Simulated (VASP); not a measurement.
# Ge2BiO2 (P6mm) in VASP: a series of runs

The runs below take Ge2BiO2 through single point, relaxation of cell and atoms, with PBE.

Everything below comes from runs of VASP 6.6.1. Logs are shortened: lines on timing, memory, paths and dates and some standing lists are left out, and cuts for length are marked.

**1. The cell of the first run**

It takes space group P6mm (No. 183, hexagonal). The conventional cell has a = 4.494 Å, b = 4.494 Å, c = 4.913 Å, α = 90.00°, β = 90.00°, γ = 120.00°. Ge (site symmetry 3m) has 1 O at 1.85 Å and 3 Ge at 2.59 Å within 2.6 Å. Bi (site symmetry 6mm) has 6 O at 2.61 Å and 6 Ge at 3.34 Å within 3.4 Å. Within 2.7 Å of O (site symmetry 3m) lie 1 Ge at 1.85 Å and 3 O at 2.59 Å and 3 Bi at 2.61 Å.

The cell was generated, and may not be a known phase.

**2. Single point, PBE**

Contents of INCAR:

```
SYSTEM = Ge2BiO2
ALGO     = Normal         ! electronic algorithm
EDIFF    = 1E-6           ! SCF threshold, eV
ENCUT    = 520            ! plane-wave cutoff, eV
GGA      = PE             ! functional
ISIF     = 2              ! what is computed and relaxed
ISMEAR   = 0              ! smearing method
LASPH    = .True.         ! aspherical terms in the spheres
LCHARG   = .True.         ! write CHGCAR
LELF     = .True.         ! ELF
LREAL    = .False.        ! projectors in reciprocal space
LVHAR    = .True.       
LWAVE    = .False.        ! write WAVECAR
NBANDS   = 36             ! bands
NELM     = 100            ! most SCF steps
PREC     = Accurate       ! precision mode
SIGMA    = 0.1            ! smearing width, eV
```

Contents of KPOINTS:

```
k-points
0
Gamma
  6 6 4
  0 0 0
```

Contents of POSCAR:

```
Ge2BiO2
1.0
    4.4940044535     -0.0000000030      0.0000000000
   -2.2470022242      3.8919220229      0.0000000000
    0.0000000000      0.0000000000      4.9128740792
Ge Bi O
2 1 2
Direct
    0.3333333333      0.6666666667      0.7120260252
    0.6666666667      0.3333333333      0.7120260252
    0.0000000000      0.0000000000      0.1416527894
    0.3333333333      0.6666666667      1.0894966101
    0.6666666667      0.3333333333      1.0894966101
```

Potentials or basis: VASP PAW PBE potentials, release 64 (Ge_d, Bi_d, O).

Started as:

```sh
cat potpaw_PBE.64/Ge_d/POTCAR potpaw_PBE.64/Bi_d/POTCAR potpaw_PBE.64/O/POTCAR > POTCAR
mpirun -np 1 vasp_std > vasp.out
```

OUTCAR:

```text
SYSTEM = Ge2BiO2
   EDIFF = 1E-6
   ENCUT = 520
   GGA = PE
   ISIF = 2
   ISMEAR = 0
   LASPH = .True.
   LREAL = .False.
   NELM = 100
   PREC = Accurate

 ion  position               nearest neighbor table
   1  0.333  0.667  0.712-   4 1.85   2 2.59   2 2.59   2 2.59   3 3.34   3 3.34   3 3.34
   2  0.667  0.333  0.712-   5 1.85   1 2.59   1 2.59   1 2.59   3 3.34   3 3.34   3 3.34
   3  0.000  0.000  0.142-   4 2.61   5 2.61   4 2.61   5 2.61   5 2.61   4 2.61   1 3.34   2 3.34
                             1 3.34   2 3.34   1 3.34   2 3.34
   4  0.333  0.667  0.089-   1 1.85   3 2.61   3 2.61   3 2.61
   5  0.667  0.333  0.089-   2 1.85   3 2.61   3 2.61   3 2.61

  LATTYP: Found a hexagonal cell.
 ALAT       =     4.4940044535
 C/A-ratio  =     1.0932063219

  Lattice vectors:

 A1 = (   4.4940044535,  -0.0000000030,   0.0000000000)
 A2 = (  -2.2470022242,   3.8919220229,   0.0000000000)
 A3 = (   0.0000000000,   0.0000000000,   4.9128740792)

Analysis of symmetry for initial positions (statically):
=====================================================================
 Subroutine PRICEL returns:
 Original cell was already a primitive cell.

 Routine SETGRP: Setting up the symmetry group for a
 hexagonal supercell.

 Subroutine GETGRP returns: Found 12 space group operations
 (whereof 12 operations were pure point group operations)
 out of a pool of 24 trial point group operations.

The static configuration has the point symmetry C_6v.

Analysis of symmetry for dynamics (positions and initial velocities):
=====================================================================
 Subroutine PRICEL returns:
 Original cell was already a primitive cell.

 Routine SETGRP: Setting up the symmetry group for a
 hexagonal supercell.

 Subroutine GETGRP returns: Found 12 space group operations
 (whereof 12 operations were pure point group operations)
 out of a pool of 24 trial point group operations.

The dynamic configuration has the point symmetry C_6v.

 Subroutine INISYM returns: Found 12 space group operations
 (whereof 12 operations are pure point group operations),
 and found     1 'primitive' translations

----------------------------------------------------------------------------------------

                                     Primitive cell

  volume of cell :      85.9277

  direct lattice vectors                    reciprocal lattice vectors
     4.494004453 -0.000000003  0.000000000     0.222518694  0.128471228  0.000000000
    -2.247002224  3.891922023  0.000000000     0.000000000  0.256942455  0.000000000
     0.000000000  0.000000000  4.912874079     0.000000000  0.000000000  0.203546841

  length of vectors
     4.494004453  4.494004453  4.912874079     0.256942455  0.256942455  0.203546841

  position of ions in fractional coordinates (direct lattice)
     0.333333333  0.666666667  0.712026025
     0.666666667  0.333333333  0.712026025
     0.000000000  0.000000000  0.141652789
     0.333333333  0.666666667  0.089496610
     0.666666667  0.333333333  0.089496610

  ion indices of the primitive-cell ions
   primitive index   ion index
                 1           1
                 2           2
                 3           3
                 4           4
                 5           5

----------------------------------------------------------------------------------------

 KPOINTS: k-points

Automatic generation of k-mesh.
 Grid dimensions read from file:
 generate k-points for:    6    6    4

 Generating k-lattice:

  Cartesian coordinates                     Fractional coordinates (reciprocal lattice)
     0.037086449  0.021411871  0.000000000     0.166666667  0.000000000  0.000000000
     0.000000000  0.042823743  0.000000000    -0.000000000  0.166666667  0.000000000
     0.000000000  0.000000000  0.050886710     0.000000000  0.000000000  0.250000000

  Length of vectors
     0.042823743  0.042823743  0.050886710

  Shift w.r.t. Gamma in fractional coordinates (k-lattice)
     0.000000000  0.000000000  0.000000000

 Subroutine IBZKPT returns following result:
 ===========================================

 Found     21 irreducible k-points:

 Following reciprocal coordinates:
            Coordinates               Weight
  0.000000  0.000000  0.000000      1.000000
  0.166667 -0.000000  0.000000      6.000000
  0.333333  0.000000  0.000000      6.000000
  0.500000  0.000000  0.000000      3.000000
  0.166667  0.166667  0.000000      6.000000
  0.333333  0.166667  0.000000     12.000000
[... 13 lines left out ...]
  0.333333  0.166667  0.500000     12.000000
  0.333333  0.333333  0.500000      2.000000
   k-points           NKPTS =     21   k-points in BZ     NKDIM =     21   number of bands    NBANDS=     36
   number of dos      NEDOS =    301   number of ions     NIONS =      5
   total plane-waves  NPLWV =  51840
   dimension x,y,z NGX =    36 NGY =   36 NGZ =   40
   dimension x,y,z NGXF=    72 NGYF=   72 NGZF=   80
   ions per type =               2   1   2
   NGX,Y,Z   is equivalent  to a cutoff of  13.32, 13.32, 13.54 a.u.
   NGXF,Y,Z  is equivalent  to a cutoff of  26.63, 26.63, 27.07 a.u.
 SYSTEM =  Ge2BiO2
   PREC   = accura    normal or accurate (medium, high low for compatibility)
   ISTART =      0    job   : 0-new  1-cont  2-samecut
   ICHARG =      2    charge: 1-file 2-atom 10-const
   ISPIN  =      1    spin polarized calculation?
   LNONCOLLINEAR =      F non collinear calculations
   LSORBIT =      F    spin-orbit coupling
   LASPH  =      T    aspherical Exc in radial PAW
   ENCUT  =  520.0 eV  38.22 Ry    6.18 a.u.   8.36  8.36  9.13*2*pi/ulx,y,z
   NELM   =    100;   NELMIN=  2; NELMDL= -5     # of ELM steps
   EDIFF  = 0.1E-05   stopping-criterion for ELM
   LREAL  =      F    real-space projection
   EDIFFG = 0.1E-04   stopping-criterion for IOM
   NSW    =      0    number of steps for IOM
   IBRION =     -1    ionic relax: 0-MD 1-quasi-New 2-CG
   NFREE  =      0    steps in history (QN), initial steepest desc. (CG)
   ISIF   =      2    stress and relaxation
   ISYM   =      2    0-nonsym 1-usesym 2-fastsym
   POTIM  = 0.5000    time-step for ionic-motion
   TEBEG  =    0.0;   TEEND  =   0.0 temperature during run
   PSTRESS=    0.0 pullay stress
   NELECT =      55.0000    total number of electrons
   NUPDOWN=      -1.0000    fix difference up-down
   EMIN   =  10.00;   EMAX   =-10.00  energy-range for DOS
   EFERMI =   0.00;   METHOD = LEGACY
   ISMEAR =     0;   SIGMA  =   0.10  broadening in eV -4-tet -1-fermi 0-gaus
   EFERMI_NEDOS =   21; number of points for ismear=-14 and -15
   IALGO  =     38    algorithm
   IMIX   =      4    mixing-type and parameters
     AMIX     =   0.40;   BMIX     =  1.00
     AMIX_MAG =   1.60;   BMIX_MAG =  1.00
  volume/ion in A,a.u.               =      17.19       115.97
  Fermi-wavevector in a.u.,A,eV,Ry     =   1.410862  2.666143 27.082839  1.990533
  Thomas-Fermi vector in A             =   2.532773
   LORBIT       =      0    0 simple, 1 ext, 2 COOP (PROOUT), +10 PAW based schemes
   GGA     = PE    functional components
   LHFCALC =     F    Hartree Fock is set to
   AEXX    =    0.0000 exact exchange contribution
   IVDW    =     0    specifies the selected vdW correction
   LEPSILON=     F    determine dielectric tensor
   LRPA    =     F    only Hartree local field effects (RPA)
 non-spin polarized calculation
 Gauss-broadening in eV      SIGMA  =   0.10
  energy-cutoff  :      520.00
  volume of cell :       85.93
 maximum number of plane-waves:      2346
 NGX is ok and might be reduce to    36
   NGX = 17   NGY = 17   NGZ = 19

 number of electron      55.0000037 magnetization

 Free energy of the ion-electron system (eV)
  ---------------------------------------------------
  ext. energy  EPLUGINS =         0.00000000
  ---------------------------------------------------
  free energy    TOTEN  =       -25.26585977 eV

  energy without entropy =      -25.26208141  energy(sigma->0) =      -25.26397059

 E-fermi :   6.1427     XC(G=0): -10.6867

 val. band max:        6.0234997688   @ k =   0.3333   0.1667   0.0000
 cond. band min:       6.2040859536   @ k =   0.1667   0.1667   0.0000
 fundamental gap:      0.1805861848
 Fermi energy:         6.1426673729

 k-point     1 :       0.0000    0.0000    0.0000
  band No.  band energies     occupation
      1     -18.6613      2.00000
      2     -18.5683      2.00000
      3     -18.5683      2.00000
      4     -18.5335      2.00000
      5     -18.5193      2.00000
      6     -18.5193      2.00000
[... 28 lines left out ...]
     35      12.7494      0.00000
     36      14.6859      0.00000

 k-point     2 :       0.1667   -0.0000    0.0000
  band No.  band energies     occupation
      1     -18.6578      2.00000
      2     -18.5902      2.00000
      3     -18.5863      2.00000
      4     -18.5284      2.00000
      5     -18.5214      2.00000
      6     -18.5155      2.00000
[... 28 lines left out ...]
     35      13.7677      0.00000
     36      14.0867      0.00000

 k-point     3 :       0.3333    0.0000    0.0000
  band No.  band energies     occupation
      1     -18.6494      2.00000
      2     -18.6189      2.00000
      3     -18.6111      2.00000
      4     -18.5297      2.00000
      5     -18.5253      2.00000
      6     -18.5074      2.00000
[... 28 lines left out ...]
     35      13.6564      0.00000
     36      13.6635      0.00000
[... 625 lines left out ...]
 k-point    20 :       0.3333    0.1667    0.5000
  band No.  band energies     occupation
      1     -18.6441      2.00000
      2     -18.6278      2.00000
      3     -18.6200      2.00000
      4     -18.5284      2.00000
      5     -18.5158      2.00000
      6     -18.4980      2.00000
[... 28 lines left out ...]
     35      14.2246      0.00000
     36      14.8130      0.00000

 k-point    21 :       0.3333    0.3333    0.5000
  band No.  band energies     occupation
      1     -18.6488      2.00000
      2     -18.6261      2.00000
      3     -18.6261      2.00000
      4     -18.5305      2.00000
      5     -18.4913      2.00000
      6     -18.4913      2.00000
[... 28 lines left out ...]
     35      14.4191      0.00000
     36      15.0078      0.00000

------------------------ aborting loop because EDIFF is reached ----------------------------------------

  FORCE on cell =-STRESS in cart. coord.  units (eV):
  Direction    XX          YY          ZZ          XY          YZ          ZX
  --------------------------------------------------------------------------------------
  -------------------------------------------------------------------------------------
  Total        0.1201090      0.1201090     -0.0236476     -0.0000000      0.0000000      0.0000000
  in kB        2.2395091      2.2395091     -0.4409253     -0.0000000      0.0000000      0.0000000
  external PRESSURE =       1.3460310 kB  Pullay stress =       0.0000000 kB

 VOLUME and BASIS-vectors are now :
 -----------------------------------------------------------------------------
  energy-cutoff  :      520.00
  volume of cell :       85.93
      direct lattice vectors                 reciprocal lattice vectors
     4.494004453 -0.000000003  0.000000000     0.222518694  0.128471228  0.000000000
    -2.247002224  3.891922023  0.000000000     0.000000000  0.256942455  0.000000000
     0.000000000  0.000000000  4.912874079     0.000000000  0.000000000  0.203546841

 POSITION                                       TOTAL-FORCE (eV/Angst)
 -----------------------------------------------------------------------------------
      0.00000      2.59461      3.49809         0.000000      0.000000     -0.039733
      2.24700      1.29731      3.49809         0.000000      0.000000     -0.039733
      0.00000      0.00000      0.69592        -0.000000     -0.000000      0.015928
      0.00000      2.59461      0.43969        -0.000000     -0.000000      0.031769
      2.24700      1.29731      0.43969         0.000000     -0.000000      0.031769
 -----------------------------------------------------------------------------------
    total drift:                               -0.000000     -0.000000      0.000690

  FREE ENERGIE OF THE ION-ELECTRON SYSTEM (eV)
  ---------------------------------------------------
  free  energy   TOTEN  =       -25.2658597659 eV

  energy  without entropy=      -25.2620814064  energy(sigma->0) =      -25.26397059
```

Wall time 74 s (1 thread of Intel Xeon 8259CL, shared host); peak memory 0.25 GiB.

Results:

| Property | Result |
| --- | --- |
| Free energy | -25.2659 eV |
| Pressure | 0.1 GPa |
| Largest force | 0.040 eV/Å |
| Band gap on the k mesh | zero (an odd number of electrons rules out a gap without spin polarisation) |

Forces on the atoms (eV/Å):
```
Ge   0.000  0.000 -0.040
Ge   0.000  0.000 -0.040
Bi   0.000  0.000  0.016
O    0.000  0.000  0.032
O    0.000  0.000  0.032
```

Caveat: spin-orbit coupling is left out, which moves the levels of the heavy elements; an odd number of electrons without spin polarisation forces a metal; a magnetic or distorted state may lie lower.

**3. Single point, PBE**

This run uses another cell than the first one, of 17.38 Å³/atom.

Contents of INCAR:

```
SYSTEM = Ge2BiO2
PREC = Accurate
ENCUT = 520
EDIFF = 1E-6
ISMEAR = 0
SIGMA = 0.1
LREAL = .False.
LASPH = .True.
NELM = 60
ALGO = Normal
ISIF = 2
LWAVE = .False.
LCHARG = .False.
GGA = PE
NBANDS = 36
```

Contents of KPOINTS:

```
Automatic mesh
0
Gamma
  6 6 4
  0 0 0
```

Contents of POSCAR:

```
Ge2BiO2
1.0
    4.3447533900      0.0000000000      0.0000000000
   -2.1723766900      3.7626668100      0.0000000000
    0.0000000000      0.0000000000      5.3170910400
Ge Bi O
2 1 2
Direct
    0.3333333300      0.6666666700      0.7264851800
    0.6666666700      0.3333333300      0.7264851800
    0.0000000000      0.0000000000      0.3368809400
    0.3333333300      0.6666666700      0.9774233800
    0.6666666700      0.3333333300      0.9774233800
```

Potentials or basis: VASP PAW PBE potentials, release 64 (Ge_d, Bi_d, O).

Started as:

```sh
cat potpaw_PBE.64/Ge_d/POTCAR potpaw_PBE.64/Bi_d/POTCAR potpaw_PBE.64/O/POTCAR > POTCAR
mpirun -np 1 vasp_std > vasp.out
```

Wall time 63 s (1 thread of Intel Xeon 8259CL, shared host); peak memory 0.23 GiB.

The run converged. Its results:

| Item | Value |
| --- | --- |
| Free energy | -13.8597 eV |
| Pressure | 60.4 GPa |
| Largest force | 31.725 eV/Å |
| Band gap on the k mesh | zero (an odd number of electrons rules out a gap without spin polarisation) |

Forces on the atoms (eV/Å):
```
Ge    0.000   0.000 -31.725
Ge    0.000   0.000 -31.725
Bi    0.000   0.000   0.903
O     0.000   0.000  31.273
O     0.000   0.000  31.273
```

Stress tensor (GPa, compression positive):
```
 17.29   0.00   0.00
  0.00  17.29   0.00
  0.00   0.00 146.69
```

Levels at points of the mesh, in eV from the Fermi level:
```csv
k point,band 25,band 26,band 27,band 28,band 29,band 30
"(0.00, 0.00, 0.00)",-3.86,-0.17,0.38,0.38,0.41,0.41
"(0.50, 0.00, 0.00)",-3.39,-2.89,-1.22,-0.81,0.98,1.08
"(0.00, 0.00, 0.50)",-3.68,-0.13,-0.13,0.17,0.17,0.19
"(0.50, 0.00, 0.50)",-2.88,-2.71,-2.29,-0.42,-0.42,2.52
```

Caveat: the stress differs along the axes, from 17 to 147 GPa; spin-orbit coupling is left out, which moves the levels of the heavy elements; an odd number of electrons without spin polarisation forces a metal; a magnetic or distorted state may lie lower.

**4. Single point, PBE**

This run uses another cell than the first one, of 16.64 Å³/atom.

Contents of INCAR:

```
SYSTEM = Ge2BiO2
ALGO = Normal
EDIFF = 1E-6
ENCUT = 520
GGA = PE
ISIF = 2
ISMEAR = 0
LASPH = .True.
LCHARG = .True.
LELF = .True.
LREAL = .False.
LVHAR = .True.
LWAVE = .False.
NBANDS = 36
NELM = 80
PREC = Accurate
SIGMA = 0.1
```

Contents of KPOINTS:

```
k-points
0
Gamma
  12 12 8
  0 0 0
```

Contents of POSCAR:

```
Ge2BiO2
1.0
    4.5121687136      0.0000000000      0.0000000000
   -2.2560843568      3.9076527322      0.0000000000
    0.0000000000      0.0000000000      4.7181590859
Ge Bi O
2 1 2
Direct
    0.3333333333      0.6666666667      0.7008065322
    0.6666666667      0.3333333333      0.7008065322
    0.0000000000      0.0000000000      0.1517013325
    0.3333333333      0.6666666667      0.0956918315
    0.6666666667      0.3333333333      0.0956918315
```

Started as:

```sh
cat potpaw_PBE.64/Ge_d/POTCAR potpaw_PBE.64/Bi_d/POTCAR potpaw_PBE.64/O/POTCAR > POTCAR
mpirun -np 1 vasp_std > vasp.out
```

Run time: 4.3 min. Hardware: 1 thread of Intel Xeon 8259CL, shared host; peak memory 0.39 GiB.

Results (log left out):

* Free energy: -25.2596 eV
* Pressure: 0.0 GPa
* Largest force: 0.039 eV/Å
* Band gap on the k mesh: zero (an odd number of electrons rules out a gap without spin polarisation)

Forces in eV/Å, atoms in the order of the input:
```
Ge   0.000  0.000 -0.039
Ge   0.000  0.000 -0.039
Bi   0.000  0.000  0.012
O    0.000  0.000  0.033
O    0.000  0.000  0.033
```

Stress tensor (GPa, compression positive):
```
-0.01  0.00  0.00
 0.00 -0.01  0.00
 0.00  0.00  0.15
```

Levels at points of the mesh, in eV from the Fermi level:
| k point | band 26 | band 27 | band 28 | band 29 | band 30 | band 31 |
| --- | --- | --- | --- | --- | --- | --- |
| (0.00, 0.00, 0.00) | -1.34 | -0.17 | -0.17 | 0.65 | 2.23 | 2.23 |
| (0.50, 0.00, 0.00) | -1.54 | -1.16 | -0.18 | 1.12 | 3.02 | 3.67 |
| (0.00, 0.00, 0.50) | -0.91 | -0.91 | 0.21 | 0.55 | 2.32 | 2.32 |
| (0.50, 0.00, 0.50) | -1.81 | -1.50 | -0.83 | 1.27 | 3.76 | 3.79 |

Caveat: spin-orbit coupling is left out, which moves the levels of the heavy elements; an odd number of electrons without spin polarisation forces a metal; a magnetic or distorted state may lie lower.

[end of part 1 of 2]

The gap in the log of VASP goes by the Fermi energy; the results here count the filled bands.